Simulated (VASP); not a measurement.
Input of a VASP 6.6.1 run:

The input INCAR:

```
  PREC = Accurate
  ENCUT = 910
  EDIFF = 1E-6
  ISMEAR = -1
  SIGMA = 0.05
  LREAL = False
  LASPH = True
  NELM = 120
  ALGO = Normal
  ISIF = 2
  LWAVE = False
  LCHARG = False
  GGA = PE
  NBANDS = 28
  GGA_COMPAT = False
```

Contents of KPOINTS:

```
Automatic mesh
0
Gamma
  6 6 6
```

POSCAR

```
BaZrO3
1.0
    4.2190980275      0.0000000000      0.0000000000
    0.0000000000      4.2190980275      0.0000000000
    0.0000000000      0.0000000000      4.2190980275
Ba Zr O
1 1 3
Direct
    0.0000000000      0.0000000000      0.0000000000
    0.5000000000      0.5000000000      0.5000000000
    0.5000000000      0.5000000000      0.0000000000
    0.5000000000      0.0000000000      0.5000000000
    0.0000000000      0.5000000000      0.5000000000
```

Potentials or basis: VASP PAW PBE potentials, release 64 (Ba_sv, Zr_sv, O_h).

Command:

```bash
$ cat potpaw_PBE.64/Ba_sv/POTCAR potpaw_PBE.64/Zr_sv/POTCAR potpaw_PBE.64/O_h/POTCAR > POTCAR
$ mpirun -np 1 vasp_std > vasp.out
```

Problem. Predict the pressure.

Solution. 1.6 GPa.

Problem. Predict the band gap on the k mesh.

Solution. 3.15 eV, indirect (least direct gap 3.39 eV).

Caveat: the cutoff is under 1.25 times the usual one of these potentials, so pressure, stress and relaxed cells hold a basis-set (Pulay) error; spin-orbit coupling is left out, which moves the levels of the heavy elements. A k mesh can miss the band edges.
